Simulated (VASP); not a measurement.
# CdO2 (P-3m1) in VASP: single point with r2SCAN+D3(BJ)

Aim: the single point of CdO2 with r2SCAN+D3(BJ).

All numbers are computed with VASP 6.6.1; they aren't measurements. Logs are shortened: lines on timing, memory, paths and dates and some standing lists are left out, and cuts for length are marked.

### Step 1. The cell of the first run

Symmetry: P-3m1, No. 164, trigonal system. The conventional cell has a = 3.476 Å, b = 3.476 Å, c = 4.148 Å, α = 90.00°, β = 90.00°, γ = 120.00°. Cd (site symmetry -3m) has 6 O at 2.25 Å within 3.0 Å. Within 3.0 Å of O (site symmetry 3m) lie 3 Cd at 2.25 Å and 6 O at 2.85 to 2.92 Å.

### Step 2. Single point, r2SCAN+D3(BJ), collinear spin, ferromagnetic start

The input, POSCAR:

```
CdO2
1.0
    3.4762300000      0.0000000000      0.0000000000
   -1.7381150000      3.0105030000      0.0000000000
    0.0000000000      0.0000000000      4.1480760000
Cd O
1 2
Direct
    0.0000000000      0.0000000000      0.0000000000
    0.6666666667      0.3333333333      0.7557810000
    0.3333333333      0.6666666667      0.2442190000
```

The input, INCAR.step1:

```
SYSTEM = CdO2
PREC     = Accurate       ! precision mode
ENCUT    = 520            ! plane-wave cutoff, eV
ISMEAR   = 0              ! smearing method
SIGMA    = 0.02           ! smearing width, eV
LREAL    = .False.        ! projectors in reciprocal space
LASPH    = .True.         ! aspherical terms in the spheres
NELM     = 150            ! most SCF steps
ISPIN    = 2              ! spin polarisation
MAGMOM   = 0.15 1.04 1.04 ! initial moments
NBANDS   = 23             ! bands
GGA      = PE             ! functional
ALGO     = Normal         ! electronic algorithm
EDIFF    = 1E-4           ! SCF threshold, eV
LWAVE    = .True.         ! write WAVECAR
LCHARG   = .False.        ! write CHGCAR
```

The input, INCAR.step2:

```
SYSTEM = CdO2
PREC     = Accurate       ! precision mode
ENCUT    = 520            ! plane-wave cutoff, eV
EDIFF    = 1E-6           ! SCF threshold, eV
ISMEAR   = 0              ! smearing method
SIGMA    = 0.02           ! smearing width, eV
LREAL    = .False.        ! projectors in reciprocal space
LASPH    = .True.         ! aspherical terms in the spheres
NELM     = 150            ! most SCF steps
ALGO     = Normal         ! electronic algorithm
ISIF     = 2              ! what is computed and relaxed
LWAVE    = .False.        ! write WAVECAR
LCHARG   = .False.        ! write CHGCAR
ISPIN    = 2              ! spin polarisation
MAGMOM   = 0.15 1.04 1.04 ! initial moments
LORBIT   = 11             ! projections on sites
METAGGA  = R2SCAN         ! meta-GGA
LMIXTAU  = .True.       
IVDW     = 12             ! dispersion correction
VDW_S6   = 1.0          
VDW_S8   = 0.78981345   
VDW_A1   = 0.49484001   
VDW_A2   = 5.73083694   
NBANDS   = 23             ! bands
ISTART   = 1
```

The input, KPOINTS:

```
regular mesh
0
Gamma
  6 6 5
  0 0 0
```

Potentials or basis: VASP PAW PBE potentials, release 64 (Cd, O).

Started as:

```bash
$ cat potpaw_PBE.64/Cd/POTCAR potpaw_PBE.64/O/POTCAR > POTCAR
$ cp INCAR.step1 INCAR
$ mpirun -np 1 vasp_std > vasp.out
$ cp INCAR.step2 INCAR
$ mpirun -np 1 vasp_std > vasp.out
```

OUTCAR:

```text
SYSTEM = CdO2
   PREC = Accurate
   ENCUT = 520
   EDIFF = 1E-6
   ISMEAR = 0
   LREAL = .False.
   LASPH = .True.
   NELM = 150
   ISIF = 2
   ISPIN = 2
   LORBIT = 11
   METAGGA = R2SCAN
   IVDW = 12
   ISTART = 1
 IVDW          = 12

 ion  position               nearest neighbor table
   1  0.000  0.000  0.000-   3 2.25   2 2.25   3 2.25   2 2.25   2 2.25   3 2.25
   2  0.667  0.333  0.756-   1 2.25   1 2.25   1 2.25
   3  0.333  0.667  0.244-   1 2.25   1 2.25   1 2.25

  LATTYP: Found a hexagonal cell.
 ALAT       =     3.4762300000
 C/A-ratio  =     1.1932685697

  Lattice vectors:

 A1 = (   3.4762300000,   0.0000000000,   0.0000000000)
 A2 = (  -1.7381150000,   3.0105030000,   0.0000000000)
 A3 = (   0.0000000000,   0.0000000000,   4.1480760000)

Analysis of symmetry for initial positions (statically):
=====================================================================
 Subroutine PRICEL returns:
 Original cell was already a primitive cell.

 Routine SETGRP: Setting up the symmetry group for a
 hexagonal supercell.

 Subroutine GETGRP returns: Found 12 space group operations
 (whereof 12 operations were pure point group operations)
 out of a pool of 24 trial point group operations.

The static configuration has the point symmetry D_3d.

Analysis of symmetry for dynamics (positions and initial velocities):
=====================================================================
 Subroutine PRICEL returns:
 Original cell was already a primitive cell.

 Routine SETGRP: Setting up the symmetry group for a
 hexagonal supercell.

 Subroutine GETGRP returns: Found 12 space group operations
 (whereof 12 operations were pure point group operations)
 out of a pool of 24 trial point group operations.

The dynamic configuration has the point symmetry D_3d.

Analysis of structural, dynamic, and magnetic symmetry:
=====================================================================
 Subroutine PRICEL returns:
 Original cell was already a primitive cell.

 Routine SETGRP: Setting up the symmetry group for a
 hexagonal supercell.

 Subroutine GETGRP returns: Found 12 space group operations
 (whereof 12 operations were pure point group operations)
 out of a pool of 24 trial point group operations.

The overall configuration has the point symmetry D_3d.

 Subroutine INISYM returns: Found 12 space group operations
 (whereof 12 operations are pure point group operations),
 and found     1 'primitive' translations

----------------------------------------------------------------------------------------

                                     Primitive cell

  volume of cell :      43.4104

  direct lattice vectors                    reciprocal lattice vectors
     3.476230000  0.000000000  0.000000000     0.287667962  0.166085202  0.000000000
    -1.738115000  3.010503000  0.000000000     0.000000000  0.332170405  0.000000000
     0.000000000  0.000000000  4.148076000     0.000000000  0.000000000  0.241075622

  length of vectors
     3.476230000  3.476229576  4.148076000     0.332170364  0.332170405  0.241075622

  position of ions in fractional coordinates (direct lattice)
     0.000000000  0.000000000  0.000000000
     0.666666667  0.333333333  0.755781000
     0.333333333  0.666666667  0.244219000

  ion indices of the primitive-cell ions
   primitive index   ion index
                 1           1
                 2           2
                 3           3

----------------------------------------------------------------------------------------

 KPOINTS: regular mesh

Automatic generation of k-mesh.
 Grid dimensions read from file:
 generate k-points for:    6    6    5

 Generating k-lattice:

  Cartesian coordinates                     Fractional coordinates (reciprocal lattice)
     0.047944660  0.027680867  0.000000000     0.166666667  0.000000000  0.000000000
     0.000000000  0.055361734  0.000000000     0.000000000  0.166666667  0.000000000
     0.000000000  0.000000000  0.048215124     0.000000000  0.000000000  0.200000000

  Length of vectors
     0.055361727  0.055361734  0.048215124

  Shift w.r.t. Gamma in fractional coordinates (k-lattice)
     0.000000000  0.000000000  0.000000000

 Subroutine IBZKPT returns following result:
 ===========================================

 Found     27 irreducible k-points:

 Following reciprocal coordinates:
            Coordinates               Weight
  0.000000  0.000000  0.000000      1.000000
  0.166667  0.000000  0.000000      6.000000
  0.333333  0.000000  0.000000      6.000000
  0.500000  0.000000  0.000000      3.000000
  0.166667  0.166667  0.000000      6.000000
  0.333333  0.166667  0.000000     12.000000
[... 16 lines left out ...]
  0.500000  0.000000  0.400000      6.000000
  0.166667  0.166667  0.400000     12.000000
 [... further k-points ...]
   k-points           NKPTS =     27   k-points in BZ     NKDIM =     27   number of bands    NBANDS=     23
   number of dos      NEDOS =    301   number of ions     NIONS =      3
   total plane-waves  NPLWV =  25088
   dimension x,y,z NGX =    28 NGY =   28 NGZ =   32
   dimension x,y,z NGXF=    56 NGYF=   56 NGZF=   64
   ions per type =               1   2
   NGX,Y,Z   is equivalent  to a cutoff of  13.39, 13.39, 12.82 a.u.
   NGXF,Y,Z  is equivalent  to a cutoff of  26.78, 26.78, 25.65 a.u.
 SYSTEM =  CdO2
   PREC   = accura    normal or accurate (medium, high low for compatibility)
   ISTART =      1    job   : 0-new  1-cont  2-samecut
   ICHARG =      0    charge: 1-file 2-atom 10-const
   ISPIN  =      2    spin polarized calculation?
   LNONCOLLINEAR =      F non collinear calculations
   LSORBIT =      F    spin-orbit coupling
   LASPH  =      T    aspherical Exc in radial PAW
   ENCUT  =  520.0 eV  38.22 Ry    6.18 a.u.   6.46  6.46  7.71*2*pi/ulx,y,z
   NELM   =    150;   NELMIN=  2; NELMDL=  0     # of ELM steps
   EDIFF  = 0.1E-05   stopping-criterion for ELM
   LREAL  =      F    real-space projection
   EDIFFG = 0.1E-04   stopping-criterion for IOM
   NSW    =      0    number of steps for IOM
   IBRION =     -1    ionic relax: 0-MD 1-quasi-New 2-CG
   NFREE  =      0    steps in history (QN), initial steepest desc. (CG)
   ISIF   =      2    stress and relaxation
   ISYM   =      2    0-nonsym 1-usesym 2-fastsym
   POTIM  = 0.5000    time-step for ionic-motion
   TEBEG  =    0.0;   TEEND  =   0.0 temperature during run
   PSTRESS=    0.0 pullay stress
   NELECT =      24.0000    total number of electrons
   NUPDOWN=      -1.0000    fix difference up-down
   EMIN   =  10.00;   EMAX   =-10.00  energy-range for DOS
   EFERMI =   0.00;   METHOD = LEGACY
   ISMEAR =     0;   SIGMA  =   0.02  broadening in eV -4-tet -1-fermi 0-gaus
   EFERMI_NEDOS =   21; number of points for ismear=-14 and -15
   IALGO  =     38    algorithm
   IMIX   =      4    mixing-type and parameters
     AMIX     =   0.40;   BMIX     =  1.00
     AMIX_MAG =   1.60;   BMIX_MAG =  1.00
  volume/ion in A,a.u.               =      14.47        97.65
  Fermi-wavevector in a.u.,A,eV,Ry     =   1.343632  2.539097 24.563253  1.805348
  Thomas-Fermi vector in A             =   2.471691
   LORBIT       =     11    0 simple, 1 ext, 2 COOP (PROOUT), +10 PAW based schemes
   METAGGA = R2SCAN    functional components
   LHFCALC =     F    Hartree Fock is set to
   AEXX    =    0.0000 exact exchange contribution
   IVDW    =    12    specifies the selected vdW correction
   LEPSILON=     F    determine dielectric tensor
   LRPA    =     F    only Hartree local field effects (RPA)
 spin polarized calculation
 Gauss-broadening in eV      SIGMA  =   0.02
  energy-cutoff  :      520.00
  volume of cell :       43.41
 maximum number of plane-waves:      1194
 NGX is ok and might be reduce to    28
   NGX = 13   NGY = 13   NGZ = 15

 number of electron      23.9999993 magnetization       1.9999998

 Free energy of the ion-electron system (eV)
  ---------------------------------------------------
  ext. energy  EPLUGINS =         0.00000000
  ---------------------------------------------------
  free energy    TOTEN  =       -32.38259532 eV

  energy without entropy =      -32.38209052  energy(sigma->0) =      -32.38234292

 E-fermi :  -0.3523     XC(G=0): -10.7274

 val. band max:       -0.3642420960   @ k =   0.1667   0.1667   0.2000
 cond. band min:      -0.3338971745   @ k =   0.1667   0.1667   0.0000
 fundamental gap:      0.0303449215
 Fermi energy:        -0.3522749309

 spin component 1

 k-point     1 :       0.0000    0.0000    0.0000
  band No.  band energies     occupation
      1     -19.9628      1.00000
      2     -18.7276      1.00000
      3      -8.2564      1.00000
      4      -8.2564      1.00000
      5      -7.9103      1.00000
      6      -7.1130      1.00000
[... 15 lines left out ...]
     22      19.7083      0.00000
     23      22.4946      0.00000
[... 575 lines left out ...]
      1     -19.4260      1.00000
      2     -19.1420      1.00000
      3      -7.9439      1.00000
      4      -7.8490      1.00000
      5      -7.4442      1.00000
      6      -7.2946      1.00000
[... 15 lines left out ...]
     22      21.7175      0.00000
     23      22.5456      0.00000

 [... further k-points ...]

 spin component 2

 k-point     1 :       0.0000    0.0000    0.0000
  band No.  band energies     occupation
      1     -18.1024      1.00000
      2     -16.5813      1.00000
      3      -7.9224      1.00000
      4      -7.9224      1.00000
      5      -7.6075      1.00000
      6      -7.0368      1.00000
[... 15 lines left out ...]
     22      19.8638      0.00000
     23      22.5867      0.00000
[... 575 lines left out ...]
      1     -17.4450      1.00000
      2     -17.0951      1.00000
      3      -7.5916      1.00000
      4      -7.5368      1.00000
      5      -7.2635      1.00000
      6      -7.0565      1.00000
[... 15 lines left out ...]
     22      21.8996      0.00000
     23      22.7930      0.00000

 [... further k-points ...]

------------------------ aborting loop because EDIFF is reached ----------------------------------------

 Edisp (eV)   -0.24155

 E8    (eV) :    -0.0689

  FORCE on cell =-STRESS in cart. coord.  units (eV):
  Direction    XX          YY          ZZ          XY          YZ          ZX
  --------------------------------------------------------------------------------------
  -------------------------------------------------------------------------------------
  Total      -1.13418    -1.13418    -1.29046     0.00000     0.00000     0.00000
  in kB     -41.86003   -41.86001   -47.62800     0.00000     0.00000     0.00000
  external pressure =      -43.78 kB  Pullay stress =        0.00 kB

 VOLUME and BASIS-vectors are now :
 -----------------------------------------------------------------------------
  energy-cutoff  :      520.00
  volume of cell :       43.41
      direct lattice vectors                 reciprocal lattice vectors
     3.476230000  0.000000000  0.000000000     0.287667962  0.166085202  0.000000000
    -1.738115000  3.010503000  0.000000000     0.000000000  0.332170405  0.000000000
     0.000000000  0.000000000  4.148076000     0.000000000  0.000000000  0.241075622

 POSITION                                       TOTAL-FORCE (eV/Angst)
 -----------------------------------------------------------------------------------
      0.00000      0.00000      0.00000         0.000000      0.000000      0.000000
      1.73812      1.00350      3.13504        -0.000000     -0.000000      0.166027
     -0.00000      2.00700      1.01304        -0.000000      0.000000     -0.166027
 -----------------------------------------------------------------------------------
    total drift:                                0.000000     -0.000000      0.000000

  FREE ENERGIE OF THE ION-ELECTRON SYSTEM (eV)
  ---------------------------------------------------
  free  energy   TOTEN  =       -32.6241469821 eV

  energy  without entropy=      -32.6236421879  energy(sigma->0) =      -32.62389459

 total charge

# of ion       s       p       d       tot
------------------------------------------
    1        0.333   0.300   9.566  10.199
    2        1.600   3.207   0.000   4.807
    3        1.600   3.207   0.000   4.807
--------------------------------------------------
tot          3.534   6.714   9.566  19.813

 magnetization (x)

# of ion       s       p       d       tot
------------------------------------------
    1       -0.048  -0.037   0.159   0.073
    2        0.012   0.838   0.000   0.851
    3        0.012   0.838   0.000   0.851
--------------------------------------------------
tot         -0.023   1.640   0.159   1.775
```

Wall time 2.2 min (1 thread of Intel Xeon 8259CL, shared host); peak memory 0.22 GiB.

Results:

```yaml
Free_energy: -32.6241 eV
Pressure: -4.4 GPa
Largest_force: 0.166 eV/Å
Band_gap_on_the_k_mesh: zero (filled and empty bands overlap)
Net_moment: 2.00 μB per cell
Site_moments: Cd +0.07; O +0.85 μB
Valence_electrons_inside_the_program's_atomic_spheres: Cd 10.20; O 4.81
Dispersion_energy_per_atom: -0.081 eV
```

Forces in eV/Å, atoms in the order of the input:
```
Cd   0.000  0.000  0.000
O    0.000  0.000  0.166
O    0.000  0.000 -0.166
```

Caveat: the cell stands under tension; semilocal functionals underestimate gaps, so a narrow gap can read as zero; the PAW data sets were made with another functional, which shifts forces and pressure a little.
